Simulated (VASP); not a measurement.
# SrO (P6_3/mmc) in VASP: notebook

Aim: see how the results for SrO move with the level of theory and the settings. Levels: PBE, r2SCAN. Tasks: single point.

All numbers are computed with VASP 6.6.1; they aren't measurements. Logs are shortened: lines on timing, memory, paths and dates and some standing lists are left out, and cuts for length are marked.

## (1) The cell of the first run

Symmetry: P6_3/mmc, No. 194, hexagonal system. The conventional cell has a = 4.270 Å, b = 4.270 Å, c = 5.144 Å, α = 90.00°, β = 90.00°, γ = 120.00°. Sr (site symmetry -6m2) has 5 O at 2.47 to 2.57 Å within 3.3 Å. O (site symmetry -6m2) has 5 Sr at 2.47 to 2.57 Å within 3.3 Å.

## (2) Single point, PBE

File INCAR:

```
  PREC = Accurate
  ENCUT = 520
  EDIFF = 1E-6
  ISMEAR = 0
  SIGMA = 0.01
  LREAL = F
  LASPH = T
  NELM = 60
  ALGO = Normal
  ISIF = 2
  LWAVE = F
  LCHARG = T
  GGA = PE
  LELF = T
  LVHAR = T
  NBANDS = 24
```

File KPOINTS:

```
Automatic mesh
0
Gamma
  6 6 4
```

File POSCAR:

```
SrO
1.0
    4.2700309529      0.0000000000      0.0000000000
   -2.1350154765      3.6979552802      0.0000000000
    0.0000000000      0.0000000000      5.1444468270
Sr O
2 2
Direct
    0.3333333333      0.6666666667     -0.0625000000
    0.6666666667      0.3333333333      0.4375000000
    0.3333333333      0.6666666667      0.4375000000
    0.6666666667      0.3333333333      0.9375000000
```

Potentials or basis: VASP PAW PBE potentials, release 64 (Sr_sv, O).

Launch:

```
$ cat potpaw_PBE.64/Sr_sv/POTCAR potpaw_PBE.64/O/POTCAR > POTCAR
$ mpirun -np 1 vasp_std > vasp.out
```

OUTCAR:

```text
PREC = Accurate
   ENCUT = 520
   EDIFF = 1E-6
   ISMEAR = 0
   LREAL = F
   LASPH = T
   NELM = 60
   ISIF = 2
   GGA = PE

 ion  position               nearest neighbor table
   1  0.333  0.667  0.938-   4 2.47   4 2.47   4 2.47   3 2.57   3 2.57   2 3.56   2 3.56   2 3.56
                             2 3.56   2 3.56   2 3.56
   2  0.667  0.333  0.438-   3 2.47   3 2.47   3 2.47   4 2.57   4 2.57   1 3.56   1 3.56   1 3.56
                             1 3.56   1 3.56   1 3.56
   3  0.333  0.667  0.438-   2 2.47   2 2.47   2 2.47   1 2.57   1 2.57
   4  0.667  0.333  0.938-   1 2.47   1 2.47   1 2.47   2 2.57   2 2.57

  LATTYP: Found a hexagonal cell.
 ALAT       =     4.2700309529
 C/A-ratio  =     1.2047797507

  Lattice vectors:

 A1 = (   4.2700309529,   0.0000000000,   0.0000000000)
 A2 = (  -2.1350154765,   3.6979552802,   0.0000000000)
 A3 = (   0.0000000000,   0.0000000000,   5.1444468270)

Analysis of symmetry for initial positions (statically):
=====================================================================
 Subroutine PRICEL returns:
 Original cell was already a primitive cell.

 Routine SETGRP: Setting up the symmetry group for a
 hexagonal supercell.

 Subroutine GETGRP returns: Found 24 space group operations
 (whereof  6 operations were pure point group operations)
 out of a pool of 24 trial point group operations.

The static configuration has the point symmetry C_3v.
 The point group associated with its full space group is D_6h.

Analysis of symmetry for dynamics (positions and initial velocities):
=====================================================================
 Subroutine PRICEL returns:
 Original cell was already a primitive cell.

 Routine SETGRP: Setting up the symmetry group for a
 hexagonal supercell.

 Subroutine GETGRP returns: Found 24 space group operations
 (whereof  6 operations were pure point group operations)
 out of a pool of 24 trial point group operations.

The dynamic configuration has the point symmetry C_3v.
 The point group associated with its full space group is D_6h.

 Subroutine INISYM returns: Found 24 space group operations
 (whereof  6 operations are pure point group operations),
 and found     1 'primitive' translations

----------------------------------------------------------------------------------------

[... 90 lines left out ...]
   ENCUT  =  520.0 eV  38.22 Ry    6.18 a.u.   7.94  7.94  9.57*2*pi/ulx,y,z
   NELM   =     60;   NELMIN=  2; NELMDL= -5     # of ELM steps
   EDIFF  = 0.1E-05   stopping-criterion for ELM
   LREAL  =      F    real-space projection
   EDIFFG = 0.1E-04   stopping-criterion for IOM
   NSW    =      0    number of steps for IOM
   IBRION =     -1    ionic relax: 0-MD 1-quasi-New 2-CG
   NFREE  =      0    steps in history (QN), initial steepest desc. (CG)
   ISIF   =      2    stress and relaxation
   ISYM   =      2    0-nonsym 1-usesym 2-fastsym
   POTIM  = 0.5000    time-step for ionic-motion
   TEBEG  =    0.0;   TEEND  =   0.0 temperature during run
   PSTRESS=    0.0 pullay stress
   NELECT =      32.0000    total number of electrons
   NUPDOWN=      -1.0000    fix difference up-down
   EMIN   =  10.00;   EMAX   =-10.00  energy-range for DOS
   EFERMI =   0.00;   METHOD = LEGACY
   ISMEAR =     0;   SIGMA  =   0.01  broadening in eV -4-tet -1-fermi 0-gaus
   EFERMI_NEDOS =   21; number of points for ismear=-14 and -15
   IALGO  =     38    algorithm
   IMIX   =      4    mixing-type and parameters
     AMIX     =   0.40;   BMIX     =  1.00
     AMIX_MAG =   1.60;   BMIX_MAG =  1.00
  volume/ion in A,a.u.               =      20.31       137.05
  Fermi-wavevector in a.u.,A,eV,Ry     =   1.200092  2.267844 19.595378  1.440220
  Thomas-Fermi vector in A             =   2.335937
   LORBIT       =      0    0 simple, 1 ext, 2 COOP (PROOUT), +10 PAW based schemes
   GGA     = PE    functional components
   LHFCALC =     F    Hartree Fock is set to
   AEXX    =    0.0000 exact exchange contribution
   IVDW    =     0    specifies the selected vdW correction
   LEPSILON=     F    determine dielectric tensor
   LRPA    =     F    only Hartree local field effects (RPA)
 non-spin polarized calculation
 Gauss-broadening in eV      SIGMA  =   0.01
  energy-cutoff  :      520.00
  volume of cell :       81.23
 maximum number of plane-waves:      2208
 NGX is ok and might be reduce to    32
   NGX = 15   NGY = 15   NGZ = 19

 number of electron      32.0000008 magnetization

 Free energy of the ion-electron system (eV)
  ---------------------------------------------------
  ext. energy  EPLUGINS =         0.00000000
  ---------------------------------------------------
  free energy    TOTEN  =       -23.89444119 eV

  energy without entropy =      -23.89444119  energy(sigma->0) =      -23.89444119

 E-fermi :   0.8960     XC(G=0):  -8.9596

 val. band max:        0.7839899212   @ k =   0.0000   0.0000   0.0000
 cond. band min:       3.4227070527   @ k =   0.0000   0.0000   0.0000
 fundamental gap:      2.6387171315
 Fermi energy:         0.8959756318

 k-point     1 :       0.0000    0.0000    0.0000
  band No.  band energies     occupation
      1     -31.6214      2.00000
      2     -31.4528      2.00000
      3     -14.2565      2.00000
      4     -14.2545      2.00000
      5     -14.1596      2.00000
      6     -13.7617      2.00000
[... 556 lines left out ...]
     23      10.0245      0.00000
     24      10.0245      0.00000

------------------------ aborting loop because EDIFF is reached ----------------------------------------

  FORCE on cell =-STRESS in cart. coord.  units (eV):
  Direction    XX          YY          ZZ          XY          YZ          ZX
  --------------------------------------------------------------------------------------
  -------------------------------------------------------------------------------------
  Total        0.7962235      0.7962235      1.0278858     -0.0000000      0.0000000      0.0000000
  in kB       15.7041426     15.7041426     20.2732830     -0.0000000      0.0000000      0.0000000
  external PRESSURE =      17.2271894 kB  Pullay stress =       0.0000000 kB

 VOLUME and BASIS-vectors are now :
 -----------------------------------------------------------------------------
  energy-cutoff  :      520.00
  volume of cell :       81.23
      direct lattice vectors                 reciprocal lattice vectors
     4.270030953  0.000000000  0.000000000     0.234190340  0.135209856  0.000000000
    -2.135015477  3.697955280  0.000000000     0.000000000  0.270419711  0.000000000
     0.000000000  0.000000000  5.144446827     0.000000000  0.000000000  0.194384359

 POSITION                                       TOTAL-FORCE (eV/Angst)
 -----------------------------------------------------------------------------------
     -0.00000      2.46530      4.82292        -0.000000      0.000000      0.000000
      2.13502      1.23265      2.25070         0.000000     -0.000000      0.000000
     -0.00000      2.46530      2.25070         0.000000      0.000000     -0.000000
      2.13502      1.23265      4.82292        -0.000000     -0.000000     -0.000000
 -----------------------------------------------------------------------------------
    total drift:                               -0.000000      0.000000      0.000000

  FREE ENERGIE OF THE ION-ELECTRON SYSTEM (eV)
  ---------------------------------------------------
  free  energy   TOTEN  =       -23.8944411883 eV

  energy  without entropy=      -23.8944411883  energy(sigma->0) =      -23.89444119
```

It took 58 s on 1 thread of Intel Xeon 8259CL, shared host; peak memory 0.21 GiB.

What came out:

* Free energy: -23.8944 eV
* Pressure: 1.7 GPa
* Band gap on the k mesh: 2.64 eV

Levels at points of the mesh, in eV from the valence-band top:
| k point | band 13 | band 14 | band 15 | band 16 | band 17 | band 18 | band 19 | band 20 |
| --- | --- | --- | --- | --- | --- | --- | --- | --- |
| (0.00, 0.00, 0.00) | -0.90 | -0.90 | -0.33 | 0.00 | 2.64 | 6.12 | 6.12 | 7.13 |
| (0.50, 0.00, 0.00) | -0.37 | -0.36 | -0.34 | -0.27 | 4.29 | 4.83 | 5.06 | 7.16 |
| (0.00, 0.00, 0.50) | -1.10 | -1.10 | -1.10 | -1.10 | 4.34 | 4.34 | 7.86 | 7.86 |
| (0.50, 0.00, 0.50) | -0.91 | -0.91 | -0.44 | -0.44 | 4.93 | 4.93 | 7.39 | 7.39 |

## (3) Single point, PBE

File INCAR:

```
SYSTEM = SrO
ALGO = Normal ; EDIFF = 1E-6
ENCUT = 520 ; GGA = PE
ISIF = 2 ; ISMEAR = 0
LASPH = .True. ; LCHARG = .False.
LREAL = .False. ; LWAVE = .False.
NBANDS = 24 ; NELM = 100
PREC = Accurate ; SIGMA = 0.01
```

File KPOINTS:

```
k-points
0
Gamma
  6 6 4
  0 0 0
```

POSCAR is that of step 2.

Potentials or basis: VASP PAW PBE potentials, release 64 (Sr_sv, O).

Launch:

```
$ cat potpaw_PBE.64/Sr_sv/POTCAR potpaw_PBE.64/O/POTCAR > POTCAR
$ mpirun -np 1 vasp_std > vasp.out
```

Run time: 51 s. Hardware: 1 thread of Intel Xeon 8259CL, shared host; peak memory 0.21 GiB.

Results (log left out):

```yaml
Free_energy: -23.8944 eV
Pressure: 1.7 GPa
Band_gap_on_the_k_mesh: 2.64 eV
```

Stress tensor (GPa, compression positive):
```
1.57 0.00 0.00
0.00 1.57 0.00
0.00 0.00 2.03
```

Levels at points of the mesh, in eV from the valence-band top:
```csv
k point,band 13,band 14,band 15,band 16,band 17,band 18,band 19,band 20
"(0.00, 0.00, 0.00)",-0.90,-0.90,-0.33,0.00,2.64,6.12,6.12,7.13
"(0.50, 0.00, 0.00)",-0.37,-0.36,-0.34,-0.27,4.29,4.83,5.06,7.16
"(0.00, 0.00, 0.50)",-1.10,-1.10,-1.10,-1.10,4.34,4.34,7.86,7.86
"(0.50, 0.00, 0.50)",-0.91,-0.91,-0.44,-0.44,4.93,4.93,7.39,7.39
```

## (4) Single point, r2SCAN

POSCAR is that of step 3.

File INCAR.step1:

```
ALGO = Normal
EDIFF = 1E-4
ENCUT = 520
GGA = PE
ISMEAR = 0
LASPH = True
LCHARG = False
LREAL = False
LWAVE = True
NBANDS = 24
NELM = 80
PREC = Accurate
SIGMA = 0.01
```

File INCAR.step2:

```
ALGO = Normal
EDIFF = 1E-7
ENCUT = 520
ISIF = 2
ISMEAR = 0
ISTART = 1
LASPH = True
LCHARG = False
LMIXTAU = True
LREAL = False
LWAVE = False
METAGGA = R2SCAN
NBANDS = 24
NELM = 80
PREC = Accurate
SIGMA = 0.01
```

File KPOINTS:

```
k-points
0
Gamma
  6 6 4
```

Launch:

```
$ cat potpaw_PBE.64/Sr_sv/POTCAR potpaw_PBE.64/O/POTCAR > POTCAR
$ cp INCAR.step1 INCAR
$ mpirun -np 1 vasp_std > vasp.out
$ cp INCAR.step2 INCAR
$ mpirun -np 1 vasp_std > vasp.out
```

Wall time 4.3 min (1 thread of Intel Xeon 8259CL, shared host); peak memory 0.22 GiB.

It converged, with:

| Item | Value |
| --- | --- |
| Free energy | -53.7638 eV |
| Pressure | 0.5 GPa |
| Band gap on the k mesh | 3.02 eV |

Levels at points of the mesh, in eV from the valence-band top:
```tsv
k point	band 12	band 13	band 14	band 15	band 16	band 17	band 18	band 19	band 20	band 21
(0.00, 0.00, 0.00)	-1.05	-0.89	-0.89	-0.32	0.00	3.02	6.73	6.73	7.70	8.80
(0.50, 0.00, 0.00)	-0.84	-0.36	-0.35	-0.33	-0.27	4.63	5.26	5.62	7.85	8.67
(0.00, 0.00, 0.50)	-1.23	-1.09	-1.09	-1.09	-1.09	4.72	4.72	8.48	8.48	8.48
(0.50, 0.00, 0.50)	-1.60	-0.90	-0.90	-0.43	-0.43	5.29	5.29	8.00	8.00	8.77
```

Caveat: the PAW data sets were made with another functional, which shifts forces and pressure a little.

## (5) Single point, PBE, non-collinear spin, zero start, spin-orbit coupling

File INCAR:

```
ALGO = Normal ; EDIFF = 1E-6
ENCUT = 520 ; GGA = PE
GGA_COMPAT = False ; ISIF = 2
ISMEAR = 0 ; LASPH = True
LCHARG = True ; LORBIT = 11
LORBMOM = True ; LREAL = False
LSORBIT = True ; LVHAR = True
LWAVE = False ; MAGMOM = 0 0 0 0 0 0 0 0 0 0 0 0
NBANDS = 46 ; NELM = 150
PREC = Accurate ; SIGMA = 0.01
```

KPOINTS is that of step 4.

POSCAR is that of step 4.

Launch:

```
$ cat potpaw_PBE.64/Sr_sv/POTCAR potpaw_PBE.64/O/POTCAR > POTCAR
$ mpirun -np 1 vasp_ncl > vasp.out
```

Run time: 5.4 min. Hardware: 1 thread of Intel Xeon 8259CL, shared host; peak memory 0.41 GiB.

The run converged. Its results:

```yaml
Free_energy: -24.0689 eV
Pressure: 1.7 GPa
Net_moment: 0.00 μB per cell
Valence_electrons_inside_the_program's_atomic_spheres: Sr 8.11; O 4.97
```

Stress tensor (GPa, compression positive):
```
1.57 0.00 0.00
0.00 1.57 0.00
0.00 0.00 2.03
```

Moments on the atoms (μB; x, y, z):
```
Sr  0.00 0.00 0.00
Sr  0.00 0.00 0.00
O   0.00 0.00 0.00
O   0.00 0.00 0.00
```

## (6) Summary

| level | spin | gap on the mesh (eV) | pressure (GPa) |
| --- | --- | --- | --- |
| PBE | off | 2.64 | 1.7 |
| r2SCAN | off | 3.02 | 0.5 |
| PBE | non-collinear, zero start, SOC | - | 1.7 |

Alike in all rows: task single point; potentials or basis VASP PAW PBE potentials, release 64 (Sr_sv, O); cell as given; k mesh 6 × 6 × 4; cutoff (eV) 520; smearing gaussian 0.01 eV.

The pressure there spans 0.5 GPa (r2SCAN) to 1.7 GPa (PBE); a positive pressure means that this level wants a larger cell, a negative one a smaller.

Caveats: the PAW data sets were made with another functional, which shifts forces and pressure a little (at least some runs).

Total energies depend on the potentials used, so only differences within one code and one set of settings carry meaning.
